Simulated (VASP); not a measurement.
# Hg (Fm-3m) in VASP: further runs, part 2 of 2

VASP 6.6.1.

### 3 Single point, LDA (19.38 Å³/atom)

This run uses another cell than the first one, of 19.38 Å³/atom.

The input, INCAR:

```
PREC     = Accurate       # precision mode
ENCUT    = 550            # plane-wave cutoff, eV
EDIFF    = 1E-6           # SCF threshold, eV
ISMEAR   = -1             # smearing method
SIGMA    = 0.1            # smearing width, eV
LREAL    = False          # projectors in reciprocal space
LASPH    = True           # aspherical terms in the spheres
NELM     = 120            # most SCF steps
ALGO     = Normal         # electronic algorithm
ISIF     = 2              # what is computed and relaxed
LWAVE    = False          # write WAVECAR
LCHARG   = False          # write CHGCAR
NBANDS   = 16             # bands
GGA_COMPAT= False
```

The input, KPOINTS:

```
Automatic mesh
0
Gamma
  14 14 14
```

The input, POSCAR:

```
Hg
1.0
    0.0000000000      2.1320809629      2.1320809629
    2.1320809629      0.0000000000      2.1320809629
    2.1320809629      2.1320809629      0.0000000000
Hg
1
Direct
    0.0000000000      0.0000000000      0.0000000000
```

Potentials or basis: VASP PAW LDA potentials, release 64 (Hg_sv_GW).

On the command line:

```console
> cat potpaw_LDA.64/Hg_sv_GW/POTCAR > POTCAR
> mpirun -np 1 vasp_std > vasp.out
```

OUTCAR:

```text
PREC = Accurate
   ENCUT = 550
   EDIFF = 1E-6
   ISMEAR = -1
   LREAL = False
   LASPH = True
   NELM = 120
   ISIF = 2

 ion  position               nearest neighbor table
   1  0.000  0.000  0.000-

  LATTYP: Found a face centered cubic cell.
 ALAT       =     4.2641619258

  Lattice vectors:

 A1 = (   0.0000000000,   2.1320809629,   2.1320809629)
 A2 = (   2.1320809629,   0.0000000000,   2.1320809629)
 A3 = (   2.1320809629,   2.1320809629,   0.0000000000)

Analysis of symmetry for initial positions (statically):
=====================================================================
 Subroutine PRICEL returns:
 Original cell was already a primitive cell.

 Routine SETGRP: Setting up the symmetry group for a
 face centered cubic supercell.

 Subroutine GETGRP returns: Found 48 space group operations
 (whereof 48 operations were pure point group operations)
 out of a pool of 48 trial point group operations.

The static configuration has the point symmetry O_h .

Analysis of symmetry for dynamics (positions and initial velocities):
=====================================================================
 Subroutine PRICEL returns:
 Original cell was already a primitive cell.

 Routine SETGRP: Setting up the symmetry group for a
 face centered cubic supercell.

 Subroutine GETGRP returns: Found 48 space group operations
 (whereof 48 operations were pure point group operations)
 out of a pool of 48 trial point group operations.

The dynamic configuration has the point symmetry O_h .

 Subroutine INISYM returns: Found 48 space group operations
 (whereof 48 operations are pure point group operations),
 and found     1 'primitive' translations

----------------------------------------------------------------------------------------

                                     Primitive cell

[... 102 lines left out ...]
   EFERMI =   0.00;   METHOD = LEGACY
   ISMEAR =    -1;   SIGMA  =   0.10  broadening in eV -4-tet -1-fermi 0-gaus
   EFERMI_NEDOS =   21; number of points for ismear=-14 and -15
   IALGO  =     38    algorithm
   IMIX   =      4    mixing-type and parameters
     AMIX     =   0.40;   BMIX     =  1.00
     AMIX_MAG =   1.60;   BMIX_MAG =  1.00
  volume/ion in A,a.u.               =      19.38       130.81
  Fermi-wavevector in a.u.,A,eV,Ry     =   1.654263  3.126103 37.233499  2.736585
  Thomas-Fermi vector in A             =   2.742560
   LORBIT       =      0    0 simple, 1 ext, 2 COOP (PROOUT), +10 PAW based schemes
   GGA     = CA    functional components
   LHFCALC =     F    Hartree Fock is set to
   AEXX    =    0.0000 exact exchange contribution
   IVDW    =     0    specifies the selected vdW correction
   LEPSILON=     F    determine dielectric tensor
   LRPA    =     F    only Hartree local field effects (RPA)
 non-spin polarized calculation
  energy-cutoff  :      550.00
  volume of cell :       19.38
 maximum number of plane-waves:       588
   NGX = 11   NGY = 11   NGZ = 11

 number of electron      19.9999996 magnetization

 Free energy of the ion-electron system (eV)
  ---------------------------------------------------
  ext. energy  EPLUGINS =         0.00000000
  ---------------------------------------------------
  free energy    TOTEN  =        -0.88104072 eV

  energy without entropy =       -0.86998625  energy(sigma->0) =       -0.87551348

 E-fermi :   8.2360     XC(G=0): -12.9163

 val. band max:        8.2096129542   @ k =  -0.4286   0.4286   0.0000
 cond. band min:       8.3741800085   @ k =  -0.3571   0.4286   0.1429
 fundamental gap:      0.1645670543
 Fermi energy:         8.2360286709

 k-point     1 :       0.0000    0.0000    0.0000
  band No.  band energies     occupation
      1    -106.7468      2.00000
      2     -55.3226      2.00000
      3     -55.3226      2.00000
      4     -55.3226      2.00000
      5      -2.7149      2.00000
      6       0.4077      2.00000
[... 433 lines left out ...]
      3     -55.3363      2.00000
      4     -55.3351      2.00000
      5      -0.9228      2.00000
      6       0.0543      2.00000
[... 8 lines left out ...]
     15      25.2680      0.00000
     16      29.5863      0.00000

 [... further k-points ...]

------------------------ aborting loop because EDIFF is reached ----------------------------------------

  FORCE on cell =-STRESS in cart. coord.  units (eV):
  Direction    XX          YY          ZZ          XY          YZ          ZX
  --------------------------------------------------------------------------------------
  -------------------------------------------------------------------------------------
  Total        1.2641284      1.2641284      1.2641284     -0.0000000      0.0000000      0.0000000
  in kB      104.4866244    104.4866244    104.4866244     -0.0000000      0.0000000      0.0000000
  external PRESSURE =     104.4866244 kB  Pullay stress =       0.0000000 kB

 VOLUME and BASIS-vectors are now :
 -----------------------------------------------------------------------------
  energy-cutoff  :      550.00
  volume of cell :       19.38
      direct lattice vectors                 reciprocal lattice vectors
     0.000000000  2.132080963  2.132080963    -0.234512670  0.234512670  0.234512670
     2.132080963  0.000000000  2.132080963     0.234512670 -0.234512670  0.234512670
     2.132080963  2.132080963  0.000000000     0.234512670  0.234512670 -0.234512670

 POSITION                                       TOTAL-FORCE (eV/Angst)
 -----------------------------------------------------------------------------------
      0.00000      0.00000      0.00000         0.000000      0.000000      0.000000
 -----------------------------------------------------------------------------------
    total drift:                               -0.000000      0.000000     -0.000000

  FREE ENERGIE OF THE ION-ELECTRON SYSTEM (eV)
  ---------------------------------------------------
  free  energy   TOTEN  =        -0.8810407164 eV

  energy  without entropy=       -0.8699862498  energy(sigma->0) =       -0.87551348
```

stdout:

```text
POSCAR found type information on POSCAR Hg
 POSCAR found :  1 types and       1 ions
 scaLAPACK will be used
 LDA part: xc-table for (Slater(with rela. corr.)+CA(PZ))
 , standard interpolation
 POSCAR, INCAR and KPOINTS ok, starting setup
 FFT: planning ... GRIDC
 FFT: planning ... GRID_SOFT
 FFT: planning ... GRID
 WAVECAR not read
 entering main loop
```

Wall time 9 s (1 thread of Intel Xeon 6975P-C (Granite Rapids), shared host); peak memory 0.17 GiB.

Results:

| Item | Value |
| --- | --- |
| Free energy | -0.8810 eV |
| Pressure | 10.4 GPa |
| Band gap on the k mesh | zero (bands 10 and 11 overlap by 2.08 eV) |

Levels at points of the mesh, in eV from the Fermi level:
| k point | band 7 | band 8 | band 9 | band 10 | band 11 | band 12 | band 13 | band 14 |
| --- | --- | --- | --- | --- | --- | --- | --- | --- |
| (0.00, 0.00, 0.00) | -7.83 | -7.83 | -6.86 | -6.86 | 12.84 | 15.65 | 15.65 | 15.65 |
| (0.50, 0.00, 0.00) | -7.84 | -6.07 | -6.07 | -2.65 | -1.15 | 12.26 | 13.57 | 13.57 |
| (0.50, 0.50, 0.00) | -6.11 | -5.85 | -5.85 | -0.98 | 1.35 | 7.20 | 7.20 | 13.02 |

Caveat: the cell stands under pressure; spin-orbit coupling is left out, which moves the levels of the heavy elements.

### 4 Single point, LDA (20.26 Å³/atom)

This run uses another cell than the first one, of 20.26 Å³/atom.

The input, INCAR:

```
SYSTEM = Hg
ALGO = Normal
EDIFF = 1E-6
ENCUT = 550
GGA_COMPAT = .False.
ISIF = 2
ISMEAR = -1
LASPH = .True.
LCHARG = .False.
LREAL = .False.
LWAVE = .False.
NBANDS = 16
NELM = 120
PREC = Accurate
SIGMA = 0.1
```

The input, KPOINTS:

```
k-points
0
Gamma
  14 14 14
  0 0 0
```

The input, POSCAR:

```
Hg
1.0
    0.0000000000      2.1639077590      2.1639077590
    2.1639077590      0.0000000000      2.1639077590
    2.1639077590      2.1639077590      0.0000000000
Hg
1
Direct
    0.0000000000      0.0000000000      0.0000000000
```

Potentials or basis: VASP PAW LDA potentials, release 64 (Hg_sv_GW).

On the command line:

```console
> cat potpaw_LDA.64/Hg_sv_GW/POTCAR > POTCAR
> mpirun -np 1 vasp_std > vasp.out
```

OUTCAR:

```text
SYSTEM = Hg
   EDIFF = 1E-6
   ENCUT = 550
   ISIF = 2
   ISMEAR = -1
   LASPH = .True.
   LREAL = .False.
   NELM = 120
   PREC = Accurate

 ion  position               nearest neighbor table
   1  0.000  0.000  0.000-

  LATTYP: Found a face centered cubic cell.
 ALAT       =     4.3278155180

  Lattice vectors:

 A1 = (   0.0000000000,   2.1639077590,   2.1639077590)
 A2 = (   2.1639077590,   0.0000000000,   2.1639077590)
 A3 = (   2.1639077590,   2.1639077590,   0.0000000000)

Analysis of symmetry for initial positions (statically):
=====================================================================
 Subroutine PRICEL returns:
 Original cell was already a primitive cell.

 Routine SETGRP: Setting up the symmetry group for a
 face centered cubic supercell.

 Subroutine GETGRP returns: Found 48 space group operations
 (whereof 48 operations were pure point group operations)
 out of a pool of 48 trial point group operations.

The static configuration has the point symmetry O_h .

Analysis of symmetry for dynamics (positions and initial velocities):
=====================================================================
 Subroutine PRICEL returns:
[... 155 lines left out ...]

 val. band max:        7.5039630802   @ k =  -0.4286   0.0714   0.0000
 cond. band min:       7.6673592623   @ k =  -0.3571   0.4286   0.1429
 fundamental gap:      0.1633961822
 Fermi energy:         7.5662066842

 k-point     1 :       0.0000    0.0000    0.0000
  band No.  band energies     occupation
      1    -107.2294      2.00000
      2     -55.8097      2.00000
      3     -55.8097      2.00000
      4     -55.8097      2.00000
      5      -2.8944      2.00000
      6      -0.0115      2.00000
[... 433 lines left out ...]
      3     -55.8206      2.00000
      4     -55.8198      2.00000
      5      -1.1877      2.00000
      6      -0.3200      2.00000
[... 8 lines left out ...]
     15      24.2755      0.00000
     16      28.6133      0.00000

 [... further k-points ...]

------------------------ aborting loop because EDIFF is reached ----------------------------------------

  FORCE on cell =-STRESS in cart. coord.  units (eV):
  Direction    XX          YY          ZZ          XY          YZ          ZX
  --------------------------------------------------------------------------------------
  -------------------------------------------------------------------------------------
  Total        0.7147204      0.7147204      0.7147204      0.0000000     -0.0000000      0.0000000
  in kB       56.5067783     56.5067783     56.5067783      0.0000000     -0.0000000      0.0000000
  external PRESSURE =      56.5067783 kB  Pullay stress =       0.0000000 kB

 VOLUME and BASIS-vectors are now :
 -----------------------------------------------------------------------------
  energy-cutoff  :      550.00
  volume of cell :       20.26
      direct lattice vectors                 reciprocal lattice vectors
     0.000000000  2.163907759  2.163907759    -0.231063454  0.231063454  0.231063454
     2.163907759  0.000000000  2.163907759     0.231063454 -0.231063454  0.231063454
     2.163907759  2.163907759  0.000000000     0.231063454  0.231063454 -0.231063454

 POSITION                                       TOTAL-FORCE (eV/Angst)
 -----------------------------------------------------------------------------------
      0.00000      0.00000      0.00000         0.000000      0.000000      0.000000
 -----------------------------------------------------------------------------------
    total drift:                                0.000000     -0.000000     -0.000000

  FREE ENERGIE OF THE ION-ELECTRON SYSTEM (eV)
  ---------------------------------------------------
  free  energy   TOTEN  =        -0.9270450969 eV

  energy  without entropy=       -0.9154081311  energy(sigma->0) =       -0.92122661
```

Run time: 9.4 s. Hardware: 1 thread of Intel Xeon 6975P-C (Granite Rapids), shared host; peak memory 0.16 GiB.

What came out:

- Free energy: -0.9270 eV
- Pressure: 5.7 GPa
- Band gap on the k mesh: zero (bands 10 and 11 overlap by 2.06 eV)

Caveat: the cell stands under pressure; spin-orbit coupling is left out, which moves the levels of the heavy elements.

### 5 Summary

```csv
task,cell,k mesh,gap on the mesh (eV),pressure (GPa)
relaxation of cell and atoms,"relaxed from a = 3.195 Å, angles 60.0°, 1 atom",12 × 12 × 12,none,0.0
single point,"a = 3.015 Å, angles 60.0°, 1 atom",14 × 14 × 14,none,10.4
single point,"a = 3.060 Å, angles 60.0°, 1 atom",14 × 14 × 14,none,5.7
```

Alike in all rows: level LDA; potentials or basis VASP PAW LDA potentials, release 64 (Hg_sv_GW); no spin polarisation; cutoff (eV) 550; smearing fermi-dirac 0.1 eV.

Caveats: spin-orbit coupling is left out, which moves the levels of the heavy elements; the cell stands under pressure (at least some runs).

Absolute energies hang on the potentials; compare differences alone.

The gap in the log of VASP goes by the Fermi energy; the results here count the filled bands.